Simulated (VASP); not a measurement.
# Yb3InC (Pm-3m) in VASP: single point with PBE

Aim: the single point of Yb3InC with PBE.

Everything below comes from runs of VASP 6.6.1. Logs are shortened: lines on timing, memory, paths and dates and some standing lists are left out, and cuts for length are marked.

## 1. The cell of the first run

Symmetry: Pm-3m, No. 221, cubic system. The conventional cell has a = 5.063 Å, b = 5.063 Å, c = 5.063 Å, α = 90.00°, β = 90.00°, γ = 90.00°. Within 3.3 Å of Yb (site symmetry 4/mmm) lie 2 C at 2.53 Å. Within 4.7 Å of In (site symmetry m-3m) lie 12 Yb at 3.58 Å and 8 C at 4.38 Å. Within 3.3 Å of C (site symmetry m-3m) lie 6 Yb at 2.53 Å.

## 2. Single point, PBE

The input, INCAR:

```
SYSTEM = Yb3InC
ALGO     = Normal         ! electronic algorithm
EDIFF    = 1E-6           ! SCF threshold, eV
ENCUT    = 520            ! plane-wave cutoff, eV
GGA      = PE             ! functional
ISIF     = 2              ! what is computed and relaxed
ISMEAR   = -1             ! smearing method
LASPH    = .TRUE.         ! aspherical terms in the spheres
LCHARG   = .FALSE.        ! write CHGCAR
LREAL    = .FALSE.        ! projectors in reciprocal space
LWAVE    = .FALSE.        ! write WAVECAR
NBANDS   = 52             ! bands
NELM     = 80             ! most SCF steps
PREC     = Accurate       ! precision mode
SIGMA    = 0.15           ! smearing width, eV
```

The input, KPOINTS:

```
k-points
0
G
  2 2 2
  0 0 0
```

The input, POSCAR:

```
Yb3InC
1.0
    5.0632500000      0.0000000000      0.0000000000
    0.0000000000      5.0632500000      0.0000000000
    0.0000000000      0.0000000000      5.0632500000
Yb In C
3 1 1
Direct
    0.5000000000      0.0000000000      0.5000000000
    0.5000000000      0.5000000000      0.0000000000
    0.0000000000      0.5000000000      0.5000000000
    0.0000000000      0.0000000000      0.0000000000
    0.5000000000      0.5000000000      0.5000000000
```

Potentials or basis: VASP PAW PBE potentials, release 64 (Yb, In_d, C).

On the command line:

```bash
$ cat potpaw_PBE.64/Yb/POTCAR potpaw_PBE.64/In_d/POTCAR potpaw_PBE.64/C/POTCAR > POTCAR
$ mpirun -np 1 vasp_std > vasp.out
```

OUTCAR:

```text
SYSTEM = Yb3InC
   EDIFF = 1E-6
   ENCUT = 520
   GGA = PE
   ISIF = 2
   ISMEAR = -1
   LASPH = .TRUE.
   LREAL = .FALSE.
   NELM = 80
   PREC = Accurate

 ion  position               nearest neighbor table
   1  0.500  0.000  0.500-   5 2.53   5 2.53   4 3.58   2 3.58   2 3.58   4 3.58   2 3.58   3 3.58
                             3 3.58   2 3.58   3 3.58   4 3.58   4 3.58   3 3.58
   2  0.500  0.500  0.000-   5 2.53   5 2.53   4 3.58   1 3.58   1 3.58   3 3.58   3 3.58   1 3.58
                             4 3.58   1 3.58   3 3.58   4 3.58   3 3.58   4 3.58
   3  0.000  0.500  0.500-   5 2.53   5 2.53   4 3.58   1 3.58   2 3.58   4 3.58   1 3.58   4 3.58
                             4 3.58   1 3.58   2 3.58   2 3.58   2 3.58   1 3.58
   4  0.000  0.000  0.000-   1 3.58   2 3.58   3 3.58   1 3.58   3 3.58   2 3.58   3 3.58   3 3.58
                             1 3.58   2 3.58   1 3.58   2 3.58
   5  0.500  0.500  0.500-   1 2.53   2 2.53   3 2.53   2 2.53   1 2.53   3 2.53

  LATTYP: Found a simple cubic cell.
 ALAT       =     5.0632500000

  Lattice vectors:

 A1 = (   5.0632500000,   0.0000000000,   0.0000000000)
 A2 = (   0.0000000000,   5.0632500000,   0.0000000000)
 A3 = (   0.0000000000,   0.0000000000,   5.0632500000)

Analysis of symmetry for initial positions (statically):
=====================================================================
 Subroutine PRICEL returns:
 Original cell was already a primitive cell.

 Routine SETGRP: Setting up the symmetry group for a
 simple cubic supercell.

 Subroutine GETGRP returns: Found 48 space group operations
 (whereof 48 operations were pure point group operations)
 out of a pool of 48 trial point group operations.

The static configuration has the point symmetry O_h .

Analysis of symmetry for dynamics (positions and initial velocities):
=====================================================================
 Subroutine PRICEL returns:
 Original cell was already a primitive cell.

 Routine SETGRP: Setting up the symmetry group for a
 simple cubic supercell.

 Subroutine GETGRP returns: Found 48 space group operations
 (whereof 48 operations were pure point group operations)
 out of a pool of 48 trial point group operations.

The dynamic configuration has the point symmetry O_h .

 Subroutine INISYM returns: Found 48 space group operations
 (whereof 48 operations are pure point group operations),
 and found     1 'primitive' translations

----------------------------------------------------------------------------------------

                                     Primitive cell

  volume of cell :     129.8040

  direct lattice vectors                    reciprocal lattice vectors
     5.063250000  0.000000000  0.000000000     0.197501605  0.000000000  0.000000000
     0.000000000  5.063250000  0.000000000     0.000000000  0.197501605  0.000000000
     0.000000000  0.000000000  5.063250000     0.000000000  0.000000000  0.197501605

  length of vectors
     5.063250000  5.063250000  5.063250000     0.197501605  0.197501605  0.197501605

  position of ions in fractional coordinates (direct lattice)
     0.500000000  0.000000000  0.500000000
     0.500000000  0.500000000  0.000000000
     0.000000000  0.500000000  0.500000000
     0.000000000  0.000000000  0.000000000
     0.500000000  0.500000000  0.500000000

  ion indices of the primitive-cell ions
   primitive index   ion index
                 1           1
                 2           2
                 3           3
                 4           4
                 5           5

----------------------------------------------------------------------------------------

 KPOINTS: k-points

Automatic generation of k-mesh.
 Grid dimensions read from file:
 generate k-points for:    2    2    2

 Generating k-lattice:

  Cartesian coordinates                     Fractional coordinates (reciprocal lattice)
     0.098750802  0.000000000  0.000000000     0.500000000  0.000000000  0.000000000
     0.000000000  0.098750802  0.000000000     0.000000000  0.500000000  0.000000000
     0.000000000  0.000000000  0.098750802     0.000000000  0.000000000  0.500000000

  Length of vectors
     0.098750802  0.098750802  0.098750802

  Shift w.r.t. Gamma in fractional coordinates (k-lattice)
     0.000000000  0.000000000  0.000000000

 Subroutine IBZKPT returns following result:
 ===========================================

 Found      4 irreducible k-points:

 Following reciprocal coordinates:
            Coordinates               Weight
  0.000000  0.000000  0.000000      1.000000
  0.500000  0.000000  0.000000      3.000000
  0.500000  0.500000  0.000000      3.000000
  0.500000  0.500000  0.500000      1.000000
   k-points           NKPTS =      4   k-points in BZ     NKDIM =      4   number of bands    NBANDS=     52
   number of dos      NEDOS =    301   number of ions     NIONS =      5
   total plane-waves  NPLWV =  64000
   dimension x,y,z NGX =    40 NGY =   40 NGZ =   40
   dimension x,y,z NGXF=    80 NGYF=   80 NGZF=   80
   ions per type =               3   1   1
   NGX,Y,Z   is equivalent  to a cutoff of  13.13, 13.13, 13.13 a.u.
   NGXF,Y,Z  is equivalent  to a cutoff of  26.27, 26.27, 26.27 a.u.
 SYSTEM =  Yb3InC
   PREC   = accura    normal or accurate (medium, high low for compatibility)
   ISTART =      0    job   : 0-new  1-cont  2-samecut
   ICHARG =      2    charge: 1-file 2-atom 10-const
   ISPIN  =      1    spin polarized calculation?
   LNONCOLLINEAR =      F non collinear calculations
   LSORBIT =      F    spin-orbit coupling
   LASPH  =      T    aspherical Exc in radial PAW
   ENCUT  =  520.0 eV  38.22 Ry    6.18 a.u.   9.41  9.41  9.41*2*pi/ulx,y,z
   NELM   =     80;   NELMIN=  2; NELMDL= -5     # of ELM steps
   EDIFF  = 0.1E-05   stopping-criterion for ELM
   LREAL  =      F    real-space projection
   EDIFFG = 0.1E-04   stopping-criterion for IOM
   NSW    =      0    number of steps for IOM
   IBRION =     -1    ionic relax: 0-MD 1-quasi-New 2-CG
   NFREE  =      0    steps in history (QN), initial steepest desc. (CG)
   ISIF   =      2    stress and relaxation
   ISYM   =      2    0-nonsym 1-usesym 2-fastsym
   POTIM  = 0.5000    time-step for ionic-motion
   TEBEG  =    0.0;   TEEND  =   0.0 temperature during run
   PSTRESS=    0.0 pullay stress
   NELECT =      89.0000    total number of electrons
   NUPDOWN=      -1.0000    fix difference up-down
   EMIN   =  10.00;   EMAX   =-10.00  energy-range for DOS
   EFERMI =   0.00;   METHOD = LEGACY
   ISMEAR =    -1;   SIGMA  =   0.15  broadening in eV -4-tet -1-fermi 0-gaus
   EFERMI_NEDOS =   21; number of points for ismear=-14 and -15
   IALGO  =     38    algorithm
   IMIX   =      4    mixing-type and parameters
     AMIX     =   0.40;   BMIX     =  1.00
     AMIX_MAG =   1.60;   BMIX_MAG =  1.00
  volume/ion in A,a.u.               =      25.96       175.19
  Fermi-wavevector in a.u.,A,eV,Ry     =   1.443584  2.727979 28.353663  2.083935
  Thomas-Fermi vector in A             =   2.561975
   LORBIT       =      0    0 simple, 1 ext, 2 COOP (PROOUT), +10 PAW based schemes
   GGA     = PE    functional components
   LHFCALC =     F    Hartree Fock is set to
   AEXX    =    0.0000 exact exchange contribution
   IVDW    =     0    specifies the selected vdW correction
   LEPSILON=     F    determine dielectric tensor
   LRPA    =     F    only Hartree local field effects (RPA)
 non-spin polarized calculation
  energy-cutoff  :      520.00
  volume of cell :      129.80
 maximum number of plane-waves:      3532
 NGX is ok and might be reduce to    40
   NGX = 19   NGY = 19   NGZ = 19

 number of electron      89.0000077 magnetization

 Free energy of the ion-electron system (eV)
  ---------------------------------------------------
  ext. energy  EPLUGINS =         0.00000000
  ---------------------------------------------------
  free energy    TOTEN  =       -23.30815873 eV

  energy without entropy =      -22.29461868  energy(sigma->0) =      -22.80138870

 E-fermi :   2.8017     XC(G=0): -10.0990

 val. band max:        2.7932630753   @ k =   0.0000   0.0000   0.0000
 cond. band min:       2.8186575591   @ k =   0.5000   0.0000   0.0000
 fundamental gap:      0.0253944838
 Fermi energy:         2.8017284257

 k-point     1 :       0.0000    0.0000    0.0000
  band No.  band energies     occupation
      1     -48.8054      2.00000
      2     -48.7791      2.00000
      3     -48.7791      2.00000
      4     -21.2118      2.00000
      5     -21.2118      2.00000
      6     -21.2118      2.00000
[... 44 lines left out ...]
     51       4.7632      0.00000
     52       5.5269      0.00000

 k-point     2 :       0.5000    0.0000    0.0000
  band No.  band energies     occupation
      1     -48.7966      2.00000
      2     -48.7879      2.00000
      3     -48.7791      2.00000
      4     -21.1547      2.00000
      5     -21.1547      2.00000
      6     -21.1367      2.00000
[... 44 lines left out ...]
     51       6.1624      0.00000
     52       6.4073      0.00000

 k-point     3 :       0.5000    0.5000    0.0000
  band No.  band energies     occupation
      1     -48.7878      2.00000
      2     -48.7878      2.00000
      3     -48.7878      2.00000
      4     -21.2385      2.00000
      5     -21.1081      2.00000
      6     -21.1081      2.00000
[... 44 lines left out ...]
     51       5.5997      0.00000
     52       6.4344      0.00000

 k-point     4 :       0.5000    0.5000    0.5000
  band No.  band energies     occupation
      1     -48.7878      2.00000
      2     -48.7878      2.00000
      3     -48.7878      2.00000
      4     -21.2560      2.00000
      5     -21.2369      2.00000
      6     -21.2369      2.00000
[... 44 lines left out ...]
     51       5.9617      0.00000
     52       5.9617      0.00000

------------------------ aborting loop because EDIFF is reached ----------------------------------------

  FORCE on cell =-STRESS in cart. coord.  units (eV):
  Direction    XX          YY          ZZ          XY          YZ          ZX
  --------------------------------------------------------------------------------------
  -------------------------------------------------------------------------------------
  Total       -3.1997780     -3.1997780     -3.1997780     -0.0000000     -0.0000000      0.0000000
  in kB      -39.4950184    -39.4950184    -39.4950184     -0.0000000     -0.0000000      0.0000000
  external PRESSURE =     -39.4950184 kB  Pullay stress =       0.0000000 kB

 VOLUME and BASIS-vectors are now :
 -----------------------------------------------------------------------------
  energy-cutoff  :      520.00
  volume of cell :      129.80
      direct lattice vectors                 reciprocal lattice vectors
     5.063250000  0.000000000  0.000000000     0.197501605  0.000000000  0.000000000
     0.000000000  5.063250000  0.000000000     0.000000000  0.197501605  0.000000000
     0.000000000  0.000000000  5.063250000     0.000000000  0.000000000  0.197501605

 POSITION                                       TOTAL-FORCE (eV/Angst)
 -----------------------------------------------------------------------------------
      2.53163      0.00000      2.53163         0.000000      0.000000      0.000000
      2.53163      2.53163      0.00000         0.000000      0.000000      0.000000
      0.00000      2.53163      2.53163         0.000000      0.000000      0.000000
      0.00000      0.00000      0.00000         0.000000      0.000000      0.000000
      2.53163      2.53163      2.53163         0.000000      0.000000      0.000000
 -----------------------------------------------------------------------------------
    total drift:                                0.000000     -0.000000     -0.000000

  FREE ENERGIE OF THE ION-ELECTRON SYSTEM (eV)
  ---------------------------------------------------
  free  energy   TOTEN  =       -23.3081587251 eV

  energy  without entropy=      -22.2946186782  energy(sigma->0) =      -22.80138870
```

Wall time 3.5 min (1 thread of AMD EPYC, shared host); peak memory 0.22 GiB.

What came out:

| Item | Value |
| --- | --- |
| Free energy | -23.3082 eV |
| Pressure | -3.9 GPa |
| Band gap on the k mesh | zero (an odd number of electrons rules out a gap without spin polarisation) |

Levels at points of the mesh, in eV from the Fermi level:
```csv
k point,band 41,band 42,band 43,band 44,band 45,band 46,band 47,band 48,band 49,band 50
"(0.00, 0.00, 0.00)",-0.08,-0.08,-0.08,-0.01,-0.01,1.05,1.05,1.05,1.96,1.96
"(0.50, 0.00, 0.00)",-0.60,-0.40,-0.16,-0.16,0.02,0.02,1.41,1.55,2.79,2.95
"(0.50, 0.50, 0.00)",-0.60,-0.60,-0.50,-0.34,-0.34,-0.06,1.62,2.49,2.49,2.80
"(0.50, 0.50, 0.50)",-0.60,-0.60,-0.57,-0.38,-0.38,-0.38,1.87,1.87,1.87,3.16
```

Caveat: the k points lie up to 0.62 Å⁻¹ apart, too coarse for converged energies and pressures of a metal; spin-orbit coupling is left out, which moves the levels of the heavy elements.
